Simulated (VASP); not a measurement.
# BeS (F-43m) in VASP: further runs

The runs below take BeS through relaxation of the atoms, single point, with r2SCAN, HSE06.

Program: VASP 6.6.1. These are calculated values, not measurements. Logs are shortened: lines on timing, memory, paths and dates and some standing lists are left out, and cuts for length are marked.

### Step 1. The cell of the first run

It takes space group F-43m (No. 216, cubic). Conventional cell: a = 4.836 Å, b = 4.836 Å, c = 4.836 Å, α = 90.00°, β = 90.00°, γ = 90.00°. Be (site symmetry -43m) has 4 S at 2.09 Å within 2.8 Å. S (site symmetry -43m) has 4 Be at 2.09 Å within 2.8 Å.

### Step 2. Relaxation of the atoms, r2SCAN

POSCAR reads:

```
BeS
1.0
    0.0000000000      2.4177684700      2.4177684700
    2.4177684700      0.0000000000      2.4177684700
    2.4177684700      2.4177684700      0.0000000000
Be S
1 1
Direct
    0.0000000000      0.0000000000      0.0000000000
    0.2500000000      0.2500000000      0.2500000000
```

INCAR.step1 reads:

```
SYSTEM = BeS
PREC = Accurate
ENCUT = 520
ISMEAR = -1
SIGMA = 0.02
LREAL = .False.
LASPH = .True.
NELM = 80
GGA = PE
ALGO = Normal
EDIFF = 1E-4
LWAVE = .True.
LCHARG = .False.
```

INCAR.step2 reads:

```
SYSTEM = BeS
PREC = Accurate
ENCUT = 520
EDIFF = 1E-6
ISMEAR = -1
SIGMA = 0.02
LREAL = .False.
LASPH = .True.
NELM = 80
ALGO = Normal
ISIF = 2
LWAVE = .False.
LCHARG = .False.
METAGGA = R2SCAN
LMIXTAU = .True.
IBRION = 2
NSW = 50
EDIFFG = -0.01
ISTART = 1
```

KPOINTS reads:

```
regular mesh
0
Gamma
  10 10 10
  0 0 0
```

Potentials or basis: VASP PAW PBE potentials, release 64 (Be, S).

The run is started by

```bash
$ cat potpaw_PBE.64/Be/POTCAR potpaw_PBE.64/S/POTCAR > POTCAR
$ cp INCAR.step1 INCAR
$ mpirun -np 1 vasp_std > vasp.out
$ cp INCAR.step2 INCAR
$ mpirun -np 1 vasp_std > vasp.out
```

OUTCAR:

```text
SYSTEM = BeS
   PREC = Accurate
   ENCUT = 520
   EDIFF = 1E-6
   ISMEAR = -1
   LREAL = .False.
   LASPH = .True.
   NELM = 80
   ISIF = 2
   METAGGA = R2SCAN
   IBRION = 2
   NSW = 50
   EDIFFG = -0.01
   ISTART = 1

 ion  position               nearest neighbor table
   1  0.000  0.000  0.000-   2 2.09   2 2.09   2 2.09   2 2.09
   2  0.250  0.250  0.250-   1 2.09   1 2.09   1 2.09   1 2.09

  LATTYP: Found a face centered cubic cell.
 ALAT       =     4.8355369400

  Lattice vectors:

 A1 = (   0.0000000000,   2.4177684700,   2.4177684700)
 A2 = (   2.4177684700,   0.0000000000,   2.4177684700)
 A3 = (   2.4177684700,   2.4177684700,   0.0000000000)

Analysis of symmetry for initial positions (statically):
=====================================================================
 Subroutine PRICEL returns:
 Original cell was already a primitive cell.

 Routine SETGRP: Setting up the symmetry group for a
 face centered cubic supercell.

 Subroutine GETGRP returns: Found 24 space group operations
 (whereof 24 operations were pure point group operations)
 out of a pool of 48 trial point group operations.

The static configuration has the point symmetry T_d .

Analysis of symmetry for dynamics (positions and initial velocities):
=====================================================================
 Subroutine PRICEL returns:
 Original cell was already a primitive cell.

 Routine SETGRP: Setting up the symmetry group for a
 face centered cubic supercell.

 Subroutine GETGRP returns: Found 24 space group operations
 (whereof 24 operations were pure point group operations)
 out of a pool of 48 trial point group operations.

The dynamic configuration has the point symmetry T_d .

 Subroutine INISYM returns: Found 24 space group operations
 (whereof 24 operations are pure point group operations),
 and found     1 'primitive' translations

----------------------------------------------------------------------------------------

                                     Primitive cell

  volume of cell :      28.2666

  direct lattice vectors                    reciprocal lattice vectors
     0.000000000  2.417768470  2.417768470    -0.206802267  0.206802267  0.206802267
     2.417768470  0.000000000  2.417768470     0.206802267 -0.206802267  0.206802267
     2.417768470  2.417768470  0.000000000     0.206802267  0.206802267 -0.206802267

  length of vectors
     3.419240961  3.419240961  3.419240961     0.358192033  0.358192033  0.358192033

  position of ions in fractional coordinates (direct lattice)
     0.000000000  0.000000000  0.000000000
     0.250000000  0.250000000  0.250000000

  ion indices of the primitive-cell ions
   primitive index   ion index
                 1           1
                 2           2

----------------------------------------------------------------------------------------

 KPOINTS: regular mesh

Automatic generation of k-mesh.
 Grid dimensions read from file:
 generate k-points for:   10   10   10

 Generating k-lattice:

  Cartesian coordinates                     Fractional coordinates (reciprocal lattice)
    -0.020680227  0.020680227  0.020680227     0.100000000  0.000000000  0.000000000
     0.020680227 -0.020680227  0.020680227     0.000000000  0.100000000  0.000000000
     0.020680227  0.020680227 -0.020680227     0.000000000  0.000000000  0.100000000

  Length of vectors
     0.035819203  0.035819203  0.035819203

  Shift w.r.t. Gamma in fractional coordinates (k-lattice)
     0.000000000  0.000000000  0.000000000

 Subroutine IBZKPT returns following result:
 ===========================================

 Found     47 irreducible k-points:

 Following reciprocal coordinates:
            Coordinates               Weight
  0.000000  0.000000  0.000000      1.000000
  0.100000  0.000000  0.000000      8.000000
  0.200000  0.000000  0.000000      8.000000
  0.300000  0.000000  0.000000      8.000000
  0.400000  0.000000  0.000000      8.000000
  0.500000  0.000000  0.000000      4.000000
[... 16 lines left out ...]
  0.300000  0.300000  0.000000      6.000000
  0.400000  0.300000  0.000000     24.000000
 [... further k-points ...]
   k-points           NKPTS =     47   k-points in BZ     NKDIM =     47   number of bands    NBANDS=      8
   number of dos      NEDOS =    301   number of ions     NIONS =      2
   total plane-waves  NPLWV =  21952
   dimension x,y,z NGX =    28 NGY =   28 NGZ =   28
   dimension x,y,z NGXF=    56 NGYF=   56 NGZF=   56
   ions per type =               1   1
   NGX,Y,Z   is equivalent  to a cutoff of  13.61, 13.61, 13.61 a.u.
   NGXF,Y,Z  is equivalent  to a cutoff of  27.23, 27.23, 27.23 a.u.
 SYSTEM =  BeS
   PREC   = accura    normal or accurate (medium, high low for compatibility)
   ISTART =      1    job   : 0-new  1-cont  2-samecut
   ICHARG =      0    charge: 1-file 2-atom 10-const
   ISPIN  =      1    spin polarized calculation?
   LNONCOLLINEAR =      F non collinear calculations
   LSORBIT =      F    spin-orbit coupling
   LASPH  =      T    aspherical Exc in radial PAW
   ENCUT  =  520.0 eV  38.22 Ry    6.18 a.u.   6.36  6.36  6.36*2*pi/ulx,y,z
   NELM   =     80;   NELMIN=  2; NELMDL=  0     # of ELM steps
   EDIFF  = 0.1E-05   stopping-criterion for ELM
   LREAL  =      F    real-space projection
   EDIFFG = -.1E-01   stopping-criterion for IOM
   NSW    =     50    number of steps for IOM
   IBRION =      2    ionic relax: 0-MD 1-quasi-New 2-CG
   NFREE  =      1    steps in history (QN), initial steepest desc. (CG)
   ISIF   =      2    stress and relaxation
   ISYM   =      2    0-nonsym 1-usesym 2-fastsym
   POTIM  = 0.5000    time-step for ionic-motion
   TEBEG  =    0.0;   TEEND  =   0.0 temperature during run
   PSTRESS=    0.0 pullay stress
   NELECT =       8.0000    total number of electrons
   NUPDOWN=      -1.0000    fix difference up-down
   EMIN   =  10.00;   EMAX   =-10.00  energy-range for DOS
   EFERMI =   0.00;   METHOD = LEGACY
   ISMEAR =    -1;   SIGMA  =   0.02  broadening in eV -4-tet -1-fermi 0-gaus
   EFERMI_NEDOS =   21; number of points for ismear=-14 and -15
   IALGO  =     38    algorithm
   IMIX   =      4    mixing-type and parameters
     AMIX     =   0.40;   BMIX     =  1.00
     AMIX_MAG =   1.60;   BMIX_MAG =  1.00
  volume/ion in A,a.u.               =      14.13        95.38
  Fermi-wavevector in a.u.,A,eV,Ry     =   1.074847  2.031167 15.718767  1.155297
  Thomas-Fermi vector in A             =   2.210687
   LORBIT       =      0    0 simple, 1 ext, 2 COOP (PROOUT), +10 PAW based schemes
   METAGGA = R2SCAN    functional components
   LHFCALC =     F    Hartree Fock is set to
   AEXX    =    0.0000 exact exchange contribution
   IVDW    =     0    specifies the selected vdW correction
   LEPSILON=     F    determine dielectric tensor
   LRPA    =     F    only Hartree local field effects (RPA)
 conjugate gradient relaxation of ions
 non-spin polarized calculation
  energy-cutoff  :      520.00
  volume of cell :       28.27
 maximum number of plane-waves:       778
 NGX is ok and might be reduce to    28
   NGX = 13   NGY = 13   NGZ = 13

 number of electron       8.0000000 magnetization

 Free energy of the ion-electron system (eV)
  ---------------------------------------------------
  ext. energy  EPLUGINS =         0.00000000
  ---------------------------------------------------
  free energy    TOTEN  =       -14.78180403 eV

  energy without entropy =      -14.78180403  energy(sigma->0) =      -14.78180403

 E-fermi :   4.4753     XC(G=0): -10.2224

 val. band max:        4.0613952644   @ k =   0.0000   0.0000   0.0000
 cond. band min:       7.6139504524   @ k =   0.5000   0.5000   0.0000
 fundamental gap:      3.5525551881
 Fermi energy:         4.4752802417

 k-point     1 :       0.0000    0.0000    0.0000
  band No.  band energies     occupation
      1     -10.2984      2.00000
      2       4.0614      2.00000
      3       4.0614      2.00000
      4       4.0614      2.00000
      5      10.3130      0.00000
      6      10.3130      0.00000
      7      10.3130      0.00000
      8      10.8311      0.00000

 k-point     2 :       0.1000    0.0000    0.0000
  band No.  band energies     occupation
      1     -10.1776      2.00000
      2       3.2262      2.00000
      3       3.9254      2.00000
      4       3.9254      2.00000
      5      10.3370      0.00000
      6      10.5660      0.00000
      7      10.5660      0.00000
      8      11.6561      0.00000

 k-point     3 :       0.2000    0.0000    0.0000
  band No.  band energies     occupation
      1      -9.8328      2.00000
      2       1.5318      2.00000
      3       3.6141      2.00000
      4       3.6141      2.00000
      5      10.3087      0.00000
      6      11.0722      0.00000
      7      11.0722      0.00000
      8      13.3747      0.00000

 k-point     4 :       0.3000    0.0000    0.0000
  band No.  band energies     occupation
      1      -9.3298      2.00000
      2      -0.1735      2.00000
      3       3.2930      2.00000
      4       3.2930      2.00000
      5      10.2585      0.00000
      6      11.3255      0.00000
      7      11.3255      0.00000
      8      14.9864      0.00000

 k-point     5 :       0.4000    0.0000    0.0000
  band No.  band energies     occupation
      1      -8.8247      2.00000
      2      -1.4604      2.00000
      3       3.0693      2.00000
      4       3.0693      2.00000
      5      10.2136      0.00000
      6      11.2628      0.00000
      7      11.2628      0.00000
      8      15.9278      0.00000
[... 177 lines left out ...]
 k-point    22 :      -0.2000    0.2000    0.0000
  band No.  band energies     occupation
      1      -9.1594      2.00000
      2       0.1859      2.00000
      3       1.6369      2.00000
      4       3.3535      2.00000
      5      11.0023      0.00000
      6      11.7992      0.00000
      7      12.1494      0.00000
      8      13.5983      0.00000

 k-point    23 :       0.3000    0.3000    0.0000
  band No.  band energies     occupation
      1      -9.0057      2.00000
      2       0.5154      2.00000
      3       2.0217      2.00000
      4       2.0217      2.00000
      5       8.6601      0.00000
      6      10.5461      0.00000
      7      14.5823      0.00000
      8      14.5823      0.00000

 k-point    24 :       0.4000    0.3000    0.0000
  band No.  band energies     occupation
      1      -8.6087      2.00000
      2      -0.2609      2.00000
      3       1.5218      2.00000
      4       1.7885      2.00000
      5       8.6215      0.00000
      6      10.4150      0.00000
      7      15.1058      0.00000
      8      15.2016      0.00000

 [... further k-points ...]
[... 5 lines left out ...]
  --------------------------------------------------------------------------------------
  -------------------------------------------------------------------------------------
  Total        0.4154197      0.4154197      0.4154197     -0.0000000      0.0000000     -0.0000000
  in kB       23.5463477     23.5463477     23.5463477     -0.0000000      0.0000000     -0.0000000
  external PRESSURE =      23.5463477 kB  Pullay stress =       0.0000000 kB

 VOLUME and BASIS-vectors are now :
 -----------------------------------------------------------------------------
  energy-cutoff  :      520.00
  volume of cell :       28.27
      direct lattice vectors                 reciprocal lattice vectors
     0.000000000  2.417768470  2.417768470    -0.206802267  0.206802267  0.206802267
     2.417768470  0.000000000  2.417768470     0.206802267 -0.206802267  0.206802267
     2.417768470  2.417768470  0.000000000     0.206802267  0.206802267 -0.206802267

 POSITION                                       TOTAL-FORCE (eV/Angst)
 -----------------------------------------------------------------------------------
      0.00000      0.00000      0.00000         0.000000      0.000000     -0.000000
      1.20888      1.20888      1.20888        -0.000000     -0.000000      0.000000
 -----------------------------------------------------------------------------------
    total drift:                                0.000000      0.000000      0.000000

  FREE ENERGIE OF THE ION-ELECTRON SYSTEM (eV)
  ---------------------------------------------------
  free  energy   TOTEN  =       -14.7818040318 eV

  energy  without entropy=      -14.7818040318  energy(sigma->0) =      -14.78180403

 reached required accuracy - stopping structural energy minimisation
```

Wall time 46 s (1 thread of Intel Xeon Platinum 8259CL at 2.50GHz (Skylake/Cascade Lake), shared host); peak memory 0.16 GiB.

What came out:

- Free energy: -14.7818 eV
- Pressure after relaxing: 2.4 GPa
- Band gap on the k mesh: 3.55 eV, indirect (least direct gap 6.25 eV)

Final structure:
```
Be S
1.0
     0.00000    2.41777    2.41777
     2.41777    0.00000    2.41777
     2.41777    2.41777    0.00000
Be S
1 1
Direct
  0.00000 0.00000 0.00000
  0.25000 0.25000 0.25000
```

Levels at points of the mesh, in eV from the valence-band top:
```
           k point  band 1  band 2  band 3  band 4  band 5  band 6  band 7  band 8
(0.00, 0.00, 0.00)  -14.36    0.00    0.00    0.00    6.25    6.25    6.25    6.77
(0.50, 0.00, 0.00)  -12.66   -6.02   -1.07   -1.07    6.13    7.14    7.14   12.11
(0.50, 0.50, 0.00)  -12.08   -5.24   -2.75   -2.75    3.55    5.38   13.94   13.94
```

Caveat: the relaxation stopped at its first step, so nothing moved; the PAW data sets were made with another functional, which shifts forces and pressure a little. A k mesh can miss the band edges.

### Step 3. Single point, HSE06

This run uses another cell than the first one, of 14.42 Å³/atom, 1.020 times its volume.

POSCAR reads:

```
BeS
1.0
    0.0000000000      2.4341052400      2.4341052400
    2.4341052400      0.0000000000      2.4341052400
    2.4341052400      2.4341052400      0.0000000000
Be S
1 1
Direct
    0.0000000000      0.0000000000      0.0000000000
    0.2500000000      0.2500000000      0.2500000000
```

INCAR.step1 reads:

```
SYSTEM = BeS
PREC = Accurate
ENCUT = 520
EDIFF = 1E-5
ISMEAR = -1
SIGMA = 0.02
LREAL = .FALSE.
LASPH = .TRUE.
NELM = 80
ALGO = Normal
ISIF = 2
LWAVE = .TRUE.
LCHARG = .FALSE.
NBANDS = 11
GGA = PE
```

INCAR.step2 reads:

```
SYSTEM = BeS
PREC = Accurate
ENCUT = 520
EDIFF = 1E-6
ISMEAR = -1
SIGMA = 0.02
LREAL = .FALSE.
LASPH = .TRUE.
NELM = 80
ALGO = Normal
ISIF = 2
LWAVE = .FALSE.
LCHARG = .FALSE.
GGA = PE
LHFCALC = .TRUE.
HFSCREEN = 0.2079
PRECFOCK = Normal
NBANDS = 11
ISTART = 1
```

KPOINTS reads:

```
Automatic mesh
0
G
  8 8 8
  0 0 0
```

Potentials or basis: VASP PAW PBE potentials, release 64 (Be, S).

The run is started by

```bash
$ cat potpaw_PBE.64/Be/POTCAR potpaw_PBE.64/S/POTCAR > POTCAR
$ cp INCAR.step1 INCAR
$ mpirun -np 1 vasp_std > vasp.out
$ cp INCAR.step2 INCAR
$ mpirun -np 1 vasp_std > vasp.out
```

Run time: 30 min. Hardware: 1 thread of AMD EPYC 7R43 (Zen 3), shared host; peak memory 0.24 GiB.

It converged, with:

- Free energy: -11.3897 eV
- Pressure: -1.1 GPa
- Band gap on the k mesh: 4.08 eV, indirect (least direct gap 6.87 eV)

Levels at points of the mesh, in eV from the valence-band top:
```tsv
k point	band 1	band 2	band 3	band 4	band 5	band 6	band 7	band 8	band 9
(0.00, 0.00, 0.00)	-15.01	0.00	0.00	0.00	6.87	6.87	6.87	6.96	14.25
(0.50, 0.00, 0.00)	-13.26	-6.28	-1.11	-1.11	6.56	7.77	7.77	12.50	16.53
(0.50, 0.50, 0.00)	-12.67	-5.48	-2.84	-2.84	4.08	5.97	14.43	14.43	17.09
```

Caveat: the PAW data sets were made with another functional, which shifts forces and pressure a little.
